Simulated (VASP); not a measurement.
A run of VASP 6.6.1:

INCAR

```
SYSTEM = ZnS
PREC = Accurate
ENCUT = 500
EDIFF = 1E-6
ISMEAR = 0
SIGMA = 0.02
LREAL = Auto
LASPH = .TRUE.
NELM = 120
ALGO = Normal
ISIF = 2
LWAVE = .FALSE.
LCHARG = .FALSE.
GGA = PE
NBANDS = 166
GGA_COMPAT = .FALSE.
KPAR = 2
NCORE = 2
```

KPOINTS

```
Automatic mesh
0
Gamma
  2 2 2
  0.5 0.5 0.5
```

The input POSCAR:

```
ZnS
1.0
    5.4423574058      5.4423574058     -5.4423574058
   -5.4423574058     -5.4423574058     -5.4423574058
   -5.4423574058      5.4423574058      5.4423574058
Zn S
16 16
Direct
    0.2501711407      0.4987970938      0.2500570718
    0.5004187497      0.2488246620      0.2499302594
    0.7499700764     -0.0013959602      0.2497493291
    0.7499283853      0.4986453893      0.7496968628
    0.0003441629      0.4987560124      0.5003197137
    0.2503722134      0.2489702257      0.5001765421
    0.5007503547     -0.0009044563      0.5005730307
    0.7505695055      0.7492551833      0.5004251575
    1.0003970009      0.7487674796      0.2500175589
    0.5005484410      0.4989551003      0.0005587287
    0.7504207217      0.2489450310      0.0001873192
    0.0007300339      0.2490631432      0.7502260150
    0.2501405287      0.9987505794      0.7497122208
    0.5001216121      0.7486677992      0.7499448384
    0.0004277033     -0.0010248772      0.0004381325
    0.2502135656      0.7490288070      0.0002002993
    0.2504541176      0.4990676566      0.0002820884
    0.5002703674      0.2487132130     -0.0000948791
    0.7501894700     -0.0012216902     -0.0000556959
    0.7503000119      0.4989241290      0.5000114078
    0.0003061860      0.4988391982      0.2502300979
    0.2504926678      0.2489516173      0.2502010029
    0.5002760076     -0.0011044171      0.2502011947
    0.7504913816      0.7489418058      0.2502821004
    0.0000683410      0.7487085870     -0.0000511304
    0.5002449305      0.4988320456      0.7502837771
    0.7506585826      0.2490501897      0.7502647786
    0.0001771691      0.2486318671      0.4999102010
    0.2504194661     -0.0011274967      0.4999572419
    0.5003103908      0.7488054082      0.5001028142
    0.0004703550     -0.0009755278      0.7503518586
    0.2502425717      0.7488880092      0.7501240342
```

Potentials or basis: VASP PAW PBE potentials, release 64 (Zn, S).

Run with:

```sh
$ cat potpaw_PBE.64/Zn/POTCAR potpaw_PBE.64/S/POTCAR > POTCAR
$ mpirun -np 4 vasp_std > vasp.out
```

Hardware: 4 MPI ranks on AMD EPYC 7R43 64-Core Processor (Zen 3), with other jobs on the host.

Question: How long does it take, and how much memory?

Answer: It took 13 min on 4 MPI ranks on AMD EPYC 7R43 64-Core Processor (Zen 3), with other jobs on the host, peak memory 0.47 GiB a rank. Counts: scf iterations 19, k points 4.
